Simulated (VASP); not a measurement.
# ZnS (F-43m) in VASP: a series of runs

ZnS is run at these levels: r2SCAN; tasks: single point.

All numbers are computed with VASP 6.6.1; they aren't measurements. Logs are shortened: lines on timing, memory, paths and dates and some standing lists are left out, and cuts for length are marked.

## Step 1: The cell of the first run

The structure is cubic, space group F-43m (No. 216). Conventional cell: a = 5.247 Å, b = 5.247 Å, c = 5.247 Å, α = 90.00°, β = 90.00°, γ = 90.00°. Zn (site symmetry -43m) has 4 S at 2.27 Å within 3.0 Å. S (site symmetry -43m) has 4 Zn at 2.27 Å within 3.0 Å.

## Step 2: Single point, r2SCAN (strain -0.030 along x and y, -0.030 along z)

File POSCAR:

```
ZnS
1.0
    0.0000000000      2.6235105000      2.6235105000
    2.6235105000      0.0000000000      2.6235105000
    2.6235105000      2.6235105000      0.0000000000
Zn S
1 1
Direct
    0.0000000000      0.0000000000      0.0000000000
    0.7500000000      0.7500000000      0.7500000000
```

File INCAR.step1:

```
SYSTEM = ZnS
ALGO = Normal ; EDIFF = 1E-4
ENCUT = 520 ; GGA = PE
ISMEAR = 0 ; LASPH = .TRUE.
LCHARG = .FALSE. ; LREAL = .FALSE.
LWAVE = .TRUE. ; NBANDS = 16
NELM = 100 ; PREC = Accurate
SIGMA = 0.05
```

File INCAR.step2:

```
SYSTEM = ZnS
ALGO = Normal ; EDIFF = 1E-6
ENCUT = 520 ; ISIF = 2
ISMEAR = 0 ; ISTART = 1
LASPH = .TRUE. ; LCHARG = .FALSE.
LMIXTAU = .TRUE. ; LREAL = .FALSE.
LWAVE = .FALSE. ; METAGGA = R2SCAN
NBANDS = 16 ; NELM = 100
PREC = Accurate ; SIGMA = 0.05
```

File KPOINTS:

```
k-points
0
G
  8 8 8
  0 0 0
```

Potentials or basis: VASP PAW PBE potentials, release 64 (Zn, S).

Launch:

```console
cat potpaw_PBE.64/Zn/POTCAR potpaw_PBE.64/S/POTCAR > POTCAR
cp INCAR.step1 INCAR
mpirun -np 1 vasp_std > vasp.out
cp INCAR.step2 INCAR
mpirun -np 1 vasp_std > vasp.out
```

OUTCAR:

```text
SYSTEM = ZnS
   EDIFF = 1E-6
   ENCUT = 520
   ISIF = 2
   ISMEAR = 0
   ISTART = 1
   LASPH = .TRUE.
   LREAL = .FALSE.
   METAGGA = R2SCAN
   NELM = 100
   PREC = Accurate

 ion  position               nearest neighbor table
   1  0.000  0.000  0.000-   2 2.27   2 2.27   2 2.27   2 2.27
   2  0.750  0.750  0.750-   1 2.27   1 2.27   1 2.27   1 2.27

  LATTYP: Found a face centered cubic cell.
 ALAT       =     5.2470210000

  Lattice vectors:

 A1 = (   0.0000000000,   2.6235105000,   2.6235105000)
 A2 = (   2.6235105000,   0.0000000000,   2.6235105000)
 A3 = (   2.6235105000,   2.6235105000,   0.0000000000)

Analysis of symmetry for initial positions (statically):
=====================================================================
 Subroutine PRICEL returns:
 Original cell was already a primitive cell.

 Routine SETGRP: Setting up the symmetry group for a
 face centered cubic supercell.

 Subroutine GETGRP returns: Found 24 space group operations
 (whereof 24 operations were pure point group operations)
 out of a pool of 48 trial point group operations.

The static configuration has the point symmetry T_d .

Analysis of symmetry for dynamics (positions and initial velocities):
=====================================================================
 Subroutine PRICEL returns:
 Original cell was already a primitive cell.

 Routine SETGRP: Setting up the symmetry group for a
 face centered cubic supercell.

 Subroutine GETGRP returns: Found 24 space group operations
 (whereof 24 operations were pure point group operations)
 out of a pool of 48 trial point group operations.

The dynamic configuration has the point symmetry T_d .

 Subroutine INISYM returns: Found 24 space group operations
 (whereof 24 operations are pure point group operations),
 and found     1 'primitive' translations

----------------------------------------------------------------------------------------

                                     Primitive cell

  volume of cell :      36.1142

  direct lattice vectors                    reciprocal lattice vectors
     0.000000000  2.623510500  2.623510500    -0.190584333  0.190584333  0.190584333
     2.623510500  0.000000000  2.623510500     0.190584333 -0.190584333  0.190584333
     2.623510500  2.623510500  0.000000000     0.190584333  0.190584333 -0.190584333

  length of vectors
     3.710204130  3.710204130  3.710204130     0.330101749  0.330101749  0.330101749

  position of ions in fractional coordinates (direct lattice)
     0.000000000  0.000000000  0.000000000
     0.750000000  0.750000000  0.750000000

  ion indices of the primitive-cell ions
   primitive index   ion index
                 1           1
                 2           2

----------------------------------------------------------------------------------------

 KPOINTS: k-points

Automatic generation of k-mesh.
 Grid dimensions read from file:
 generate k-points for:    8    8    8

 Generating k-lattice:

  Cartesian coordinates                     Fractional coordinates (reciprocal lattice)
    -0.023823042  0.023823042  0.023823042     0.125000000  0.000000000  0.000000000
     0.023823042 -0.023823042  0.023823042     0.000000000  0.125000000  0.000000000
     0.023823042  0.023823042 -0.023823042     0.000000000  0.000000000  0.125000000

  Length of vectors
     0.041262719  0.041262719  0.041262719

  Shift w.r.t. Gamma in fractional coordinates (k-lattice)
     0.000000000  0.000000000  0.000000000

 Subroutine IBZKPT returns following result:
 ===========================================

 Found     29 irreducible k-points:

 Following reciprocal coordinates:
            Coordinates               Weight
  0.000000  0.000000  0.000000      1.000000
  0.125000  0.000000  0.000000      8.000000
  0.250000  0.000000  0.000000      8.000000
  0.375000  0.000000  0.000000      8.000000
  0.500000  0.000000  0.000000      4.000000
  0.125000  0.125000  0.000000      6.000000
[... 16 lines left out ...]
  0.500000  0.250000  0.125000     48.000000
 -0.375000  0.250000  0.125000     24.000000
 [... further k-points ...]
   k-points           NKPTS =     29   k-points in BZ     NKDIM =     29   number of bands    NBANDS=     16
   number of dos      NEDOS =    301   number of ions     NIONS =      2
   total plane-waves  NPLWV =  21952
   dimension x,y,z NGX =    28 NGY =   28 NGZ =   28
   dimension x,y,z NGXF=    56 NGYF=   56 NGZF=   56
   ions per type =               1   1
   NGX,Y,Z   is equivalent  to a cutoff of  12.55, 12.55, 12.55 a.u.
   NGXF,Y,Z  is equivalent  to a cutoff of  25.09, 25.09, 25.09 a.u.
 SYSTEM =  ZnS
   PREC   = accura    normal or accurate (medium, high low for compatibility)
   ISTART =      1    job   : 0-new  1-cont  2-samecut
   ICHARG =      0    charge: 1-file 2-atom 10-const
   ISPIN  =      1    spin polarized calculation?
   LNONCOLLINEAR =      F non collinear calculations
   LSORBIT =      F    spin-orbit coupling
   LASPH  =      T    aspherical Exc in radial PAW
   ENCUT  =  520.0 eV  38.22 Ry    6.18 a.u.   6.90  6.90  6.90*2*pi/ulx,y,z
   NELM   =    100;   NELMIN=  2; NELMDL=  0     # of ELM steps
   EDIFF  = 0.1E-05   stopping-criterion for ELM
   LREAL  =      F    real-space projection
   EDIFFG = 0.1E-04   stopping-criterion for IOM
   NSW    =      0    number of steps for IOM
   IBRION =     -1    ionic relax: 0-MD 1-quasi-New 2-CG
   NFREE  =      0    steps in history (QN), initial steepest desc. (CG)
   ISIF   =      2    stress and relaxation
   ISYM   =      2    0-nonsym 1-usesym 2-fastsym
   POTIM  = 0.5000    time-step for ionic-motion
   TEBEG  =    0.0;   TEEND  =   0.0 temperature during run
   PSTRESS=    0.0 pullay stress
   NELECT =      18.0000    total number of electrons
   NUPDOWN=      -1.0000    fix difference up-down
   EMIN   =  10.00;   EMAX   =-10.00  energy-range for DOS
   EFERMI =   0.00;   METHOD = LEGACY
   ISMEAR =     0;   SIGMA  =   0.05  broadening in eV -4-tet -1-fermi 0-gaus
   EFERMI_NEDOS =   21; number of points for ismear=-14 and -15
   IALGO  =     38    algorithm
   IMIX   =      4    mixing-type and parameters
     AMIX     =   0.40;   BMIX     =  1.00
     AMIX_MAG =   1.60;   BMIX_MAG =  1.00
  volume/ion in A,a.u.               =      18.06       121.86
  Fermi-wavevector in a.u.,A,eV,Ry     =   1.297995  2.452854 22.922957  1.684790
  Thomas-Fermi vector in A             =   2.429351
   LORBIT       =      0    0 simple, 1 ext, 2 COOP (PROOUT), +10 PAW based schemes
   METAGGA = R2SCAN    functional components
   LHFCALC =     F    Hartree Fock is set to
   AEXX    =    0.0000 exact exchange contribution
   IVDW    =     0    specifies the selected vdW correction
   LEPSILON=     F    determine dielectric tensor
   LRPA    =     F    only Hartree local field effects (RPA)
 non-spin polarized calculation
 Gauss-broadening in eV      SIGMA  =   0.05
  energy-cutoff  :      520.00
  volume of cell :       36.11
 maximum number of plane-waves:       982
   NGX = 13   NGY = 13   NGZ = 13

 number of electron      17.9999994 magnetization

 Free energy of the ion-electron system (eV)
  ---------------------------------------------------
  ext. energy  EPLUGINS =         0.00000000
  ---------------------------------------------------
  free energy    TOTEN  =       -18.80082371 eV

  energy without entropy =      -18.80082371  energy(sigma->0) =      -18.80082371

 E-fermi :   3.0029     XC(G=0): -10.7404

 val. band max:        2.7093499812   @ k =   0.0000   0.0000   0.0000
 cond. band min:       5.8074645772   @ k =   0.0000   0.0000   0.0000
 fundamental gap:      3.0981145961
 Fermi energy:         3.0029208927

 k-point     1 :       0.0000    0.0000    0.0000
  band No.  band energies     occupation
      1     -11.6480      2.00000
      2      -4.1939      2.00000
      3      -4.1939      2.00000
      4      -4.1939      2.00000
      5      -3.5272      2.00000
      6      -3.5272      2.00000
[... 8 lines left out ...]
     15      15.1027      0.00000
     16      15.8027      0.00000

 k-point     2 :       0.1250    0.0000    0.0000
  band No.  band energies     occupation
      1     -11.5092      2.00000
      2      -4.1986      2.00000
      3      -4.1673      2.00000
      4      -4.1673      2.00000
      5      -3.5295      2.00000
      6      -3.5294      2.00000
[... 8 lines left out ...]
     15      14.4574      0.00000
     16      16.5448      0.00000

 k-point     3 :       0.2500    0.0000    0.0000
  band No.  band energies     occupation
      1     -11.1440      2.00000
      2      -4.1637      2.00000
      3      -4.1086      2.00000
      4      -4.1085      2.00000
      5      -3.5257      2.00000
      6      -3.5257      2.00000
[... 8 lines left out ...]
     15      14.2727      0.00000
     16      15.8027      0.00000

 k-point     4 :       0.3750    0.0000    0.0000
  band No.  band energies     occupation
      1     -10.7234      2.00000
      2      -4.0609      2.00000
      3      -4.0608      2.00000
      4      -3.9448      2.00000
      5      -3.5048      2.00000
      6      -3.5047      2.00000
[... 8 lines left out ...]
     15      15.5610      0.00000
     16      15.5611      0.00000

 k-point     5 :       0.5000    0.0000    0.0000
  band No.  band energies     occupation
      1     -10.5274      2.00000
      2      -4.0455      2.00000
      3      -4.0454      2.00000
      4      -3.4899      2.00000
      5      -3.4898      2.00000
      6      -3.3884      2.00000
[... 8 lines left out ...]
     15      16.9930      0.00000
     16      16.9930      0.00000

 k-point     6 :       0.1250    0.1250    0.0000
  band No.  band energies     occupation
      1     -11.4629      2.00000
      2      -4.2246      2.00000
      3      -4.1455      2.00000
      4      -4.1455      2.00000
      5      -3.5490      2.00000
      6      -3.5128      2.00000
[... 8 lines left out ...]
     15      15.3184      0.00000
     16      17.2079      0.00000

 k-point     7 :       0.2500    0.1250    0.0000
  band No.  band energies     occupation
      1     -11.1720      2.00000
      2      -4.2257      2.00000
      3      -4.0855      2.00000
      4      -4.0839      2.00000
      5      -3.5598      2.00000
      6      -3.4997      2.00000
[... 8 lines left out ...]
     15      15.3150      0.00000
     16      17.4373      0.00000

 k-point     8 :       0.3750    0.1250    0.0000
  band No.  band energies     occupation
      1     -10.7630      2.00000
      2      -4.1271      2.00000
      3      -4.0273      2.00000
      4      -3.9903      2.00000
      5      -3.5307      2.00000
      6      -3.4850      2.00000
[... 8 lines left out ...]
     15      16.2164      0.00000
     16      16.7768      0.00000

 k-point     9 :       0.5000    0.1250    0.0000
  band No.  band energies     occupation
      1     -10.4794      2.00000
      2      -4.0536      2.00000
      3      -4.0060      2.00000
      4      -3.6669      2.00000
      5      -3.4857      2.00000
      6      -3.3810      2.00000
[... 8 lines left out ...]
     15      17.0170      0.00000
     16      17.4298      0.00000
[... 172 lines left out ...]
 k-point    19 :       0.5000    0.3750    0.0000
  band No.  band energies     occupation
      1     -10.2113      2.00000
      2      -4.2337      2.00000
      3      -3.7981      2.00000
      4      -3.7707      2.00000
      5      -3.4460      2.00000
      6      -3.3143      2.00000
[... 8 lines left out ...]
     15      17.2928      0.00000
     16      18.7871      0.00000

 k-point    20 :      -0.3750    0.3750    0.0000
  band No.  band energies     occupation
      1     -10.1756      2.00000
      2      -4.1230      2.00000
      3      -3.8331      2.00000
      4      -3.6767      2.00000
      5      -3.4826      2.00000
      6      -3.1090      2.00000
[... 8 lines left out ...]
     15      15.9783      0.00000
     16      20.0343      0.00000

 k-point    21 :       0.5000    0.5000    0.0000
  band No.  band energies     occupation
      1     -10.1467      2.00000
      2      -4.2897      2.00000
      3      -3.7537      2.00000
      4      -3.7537      2.00000
      5      -3.4284      2.00000
      6      -3.2804      2.00000
[... 8 lines left out ...]
     15      17.1815      0.00000
     16      18.2641      0.00000

 k-point    22 :       0.3750    0.2500    0.1250
  band No.  band energies     occupation
      1     -10.8558      2.00000
      2      -4.1963      2.00000
      3      -4.0287      2.00000
      4      -4.0003      2.00000
      5      -3.5597      2.00000
      6      -3.4789      2.00000
[... 8 lines left out ...]
     15      16.3924      0.00000
     16      18.9649      0.00000

 k-point    23 :       0.5000    0.2500    0.1250
  band No.  band energies     occupation
      1     -10.5021      2.00000
      2      -4.0733      2.00000
      3      -3.9901      2.00000
      4      -3.8415      2.00000
      5      -3.5100      2.00000
      6      -3.4534      2.00000
[... 8 lines left out ...]
     15      17.6651      0.00000
     16      18.1606      0.00000

 k-point    24 :      -0.3750    0.2500    0.1250
  band No.  band energies     occupation
      1     -10.3420      2.00000
      2      -4.0411      2.00000
      3      -3.9606      2.00000
      4      -3.6268      2.00000
      5      -3.5164      2.00000
      6      -3.2204      2.00000
[... 8 lines left out ...]
     15      17.1927      0.00000
     16      18.1800      0.00000

 [... further k-points ...]
[... 5 lines left out ...]
  --------------------------------------------------------------------------------------
  -------------------------------------------------------------------------------------
  Total        1.6989687      1.6989687      1.6989687      0.0000000      0.0000000      0.0000000
  in kB       75.3733044     75.3733044     75.3733044      0.0000000      0.0000000      0.0000000
  external PRESSURE =      75.3733044 kB  Pullay stress =       0.0000000 kB

 VOLUME and BASIS-vectors are now :
 -----------------------------------------------------------------------------
  energy-cutoff  :      520.00
  volume of cell :       36.11
      direct lattice vectors                 reciprocal lattice vectors
     0.000000000  2.623510500  2.623510500    -0.190584333  0.190584333  0.190584333
     2.623510500  0.000000000  2.623510500     0.190584333 -0.190584333  0.190584333
     2.623510500  2.623510500  0.000000000     0.190584333  0.190584333 -0.190584333

 POSITION                                       TOTAL-FORCE (eV/Angst)
 -----------------------------------------------------------------------------------
      0.00000      0.00000      0.00000         0.000000      0.000000      0.000000
      3.93527      3.93527      3.93527        -0.000000     -0.000000     -0.000000
 -----------------------------------------------------------------------------------
    total drift:                               -0.000028     -0.000028     -0.000028

  FREE ENERGIE OF THE ION-ELECTRON SYSTEM (eV)
  ---------------------------------------------------
  free  energy   TOTEN  =       -18.8008237128 eV

  energy  without entropy=      -18.8008237128  energy(sigma->0) =      -18.80082371
```

Wall time 72 s (1 thread of Intel Xeon Platinum 8259CL at 2.50GHz (Skylake/Cascade Lake), shared host); peak memory 0.16 GiB.

Results:

```
Free energy            : -18.8008 eV
Pressure               : 7.5 GPa
Band gap on the k mesh : 3.10 eV, direct
```

Caveat: the cell differs from its parent crystal (strain -0.030 along x and y, -0.030 along z); the PAW data sets were made with another functional, which shifts forces and pressure a little.

## Step 3: Single point, r2SCAN (strain -0.015 along x and y, -0.015 along z)

File POSCAR:

```
ZnS
1.0
    0.0000000000      2.6640802500      2.6640802500
    2.6640802500      0.0000000000      2.6640802500
    2.6640802500      2.6640802500      0.0000000000
Zn S
1 1
Direct
    0.0000000000      0.0000000000      0.0000000000
    0.7500000000      0.7500000000      0.7500000000
```

File INCAR.step1:

```
ALGO     = Normal         # electronic algorithm
EDIFF    = 1E-4           # SCF threshold, eV
ENCUT    = 520            # plane-wave cutoff, eV
GGA      = PE             # functional
ISMEAR   = 0              # smearing method
LASPH    = True           # aspherical terms in the spheres
LCHARG   = False          # write CHGCAR
LREAL    = False          # projectors in reciprocal space
LWAVE    = True           # write WAVECAR
NBANDS   = 16             # bands
NELM     = 60             # most SCF steps
PREC     = Accurate       # precision mode
SIGMA    = 0.05           # smearing width, eV
```

File INCAR.step2:

```
ALGO     = Normal         # electronic algorithm
EDIFF    = 1E-6           # SCF threshold, eV
ENCUT    = 520            # plane-wave cutoff, eV
ISIF     = 2              # what is computed and relaxed
ISMEAR   = 0              # smearing method
ISTART   = 1            
LASPH    = True           # aspherical terms in the spheres
LCHARG   = False          # write CHGCAR
LMIXTAU  = True         
LREAL    = False          # projectors in reciprocal space
LWAVE    = False          # write WAVECAR
METAGGA  = R2SCAN         # meta-GGA
NBANDS   = 16             # bands
NELM     = 60             # most SCF steps
PREC     = Accurate       # precision mode
SIGMA    = 0.05           # smearing width, eV
```

File KPOINTS:

```
k-points
0
Gamma
  8 8 8
```

Potentials or basis: VASP PAW PBE potentials, release 64 (Zn, S).

Launch:

```console
cat potpaw_PBE.64/Zn/POTCAR potpaw_PBE.64/S/POTCAR > POTCAR
cp INCAR.step1 INCAR
mpirun -np 1 vasp_std > vasp.out
cp INCAR.step2 INCAR
mpirun -np 1 vasp_std > vasp.out
```

Wall time 77 s (1 thread of Intel Xeon Platinum 8259CL at 2.50GHz (Skylake/Cascade Lake), shared host); peak memory 0.17 GiB.

It converged, with:

```
Free energy            : -18.8549 eV
Pressure               : 2.9 GPa
Band gap on the k mesh : 2.88 eV, direct
```

Levels at points of the mesh, in eV from the valence-band top:
```tsv
k point	band 5	band 6	band 7	band 8	band 9	band 10	band 11	band 12	band 13	band 14
(0.00, 0.00, 0.00)	-6.08	-6.08	0.00	0.00	0.00	2.88	6.87	6.87	6.87	12.35
(0.50, 0.00, 0.00)	-6.05	-5.87	-5.69	-0.95	-0.95	3.90	7.36	7.36	9.58	13.10
(0.50, 0.50, 0.00)	-5.99	-5.85	-4.79	-2.44	-2.44	3.63	4.47	12.10	13.12	13.12
```

Caveat: the cell differs from its parent crystal (strain -0.015 along x and y, -0.015 along z); the PAW data sets were made with another functional, which shifts forces and pressure a little.
